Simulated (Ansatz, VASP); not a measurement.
## GaAs in VASP and in Ansatz

File POSCAR:

```
GaAs
1.0
    0.0000000000      2.8268500000      2.8268500000
    2.8268500000      0.0000000000      2.8268500000
    2.8268500000      2.8268500000      0.0000000000
As Ga
1 1
Direct
    0.7500000000      0.7500000000      0.7500000000
    0.0000000000      0.0000000000      0.0000000000
```

INCAR.step1

```
ALGO = Normal
EDIFF = 1E-5
ENCUT = 520
GGA = PE
ISIF = 2
ISMEAR = -1
LASPH = True
LCHARG = False
LREAL = False
LWAVE = True
NBANDS = 16
NELM = 100
PREC = Accurate
SIGMA = 0.05
```

File INCAR.step2:

```
AEXX = 0.35
ALGO = Normal
EDIFF = 1E-7
ENCUT = 520
GGA = PE
ISIF = 2
ISMEAR = -1
ISTART = 1
LASPH = True
LCHARG = False
LHFCALC = True
LREAL = False
LWAVE = False
NBANDS = 16
NELM = 100
PREC = Accurate
PRECFOCK = Normal
SIGMA = 0.05
```

File KPOINTS:

```
k-points
0
Gamma
  5 5 5
```

The input input.yaml:

```yaml
crystal:
  lattice:
    - [0.0, 2.82685, 2.82685]
    - [2.82685, 0.0, 2.82685]
    - [2.82685, 2.82685, 0.0]
  atoms:
    - { symbol: As, position: [0.75, 0.75, 0.75] }
    - { symbol: Ga, position: [0.0, 0.0, 0.0] }
hamiltonian:
  xc: { exchange: pbe, correlation: pbe, exx: { coeff: 0.35 } }
  pseudopotentials: { kind: paw }
kpoints:
  mp_grid: { grid: [5, 5, 5] }
scf:
  occupations: { method: fermi_dirac, width: 0.05 }
output:
  forces: true
  stress: true
  eigenvalues: true
```

Alike in both runs: task single point; functional PBE-based global hybrid; k mesh 5 × 5 × 5; occupations fermi-dirac, width 0.05 eV; no spin polarisation.

|  | VASP | Ansatz |
| --- | --- | --- |
| version | VASP 6.6.1 | Ansatz 0.2.0 |
| potentials or method | VASP PAW PBE potentials, release 64 (As, Ga_d) | Ansatz PAW |
| plane-wave cutoff (eV) | 520 | 420 |
| valence electrons in the cell | 18 | 28 |

```csv
,VASP,Ansatz,Ansatz less VASP
gap on the k mesh at the Fermi level (eV),2.78,2.72,-0.054
least direct gap on the mesh (eV),2.78,2.72,-0.054
pressure (GPa),-0.2,0.1,+0.36
```

VASP's potentials were made for PBE, not for PBE-based global hybrid. With one functional, cell and mesh, what is left measures potentials, basis and numerics. VASP's potentials hold 18 valence electrons a cell and Ansatz's 28, so a difference there can come from the potentials and not from the codes.

Noted on Ansatz's run: odd divisions of the mesh miss points on the zone boundary, where band edges often lie, so the gap on the mesh can be too wide.
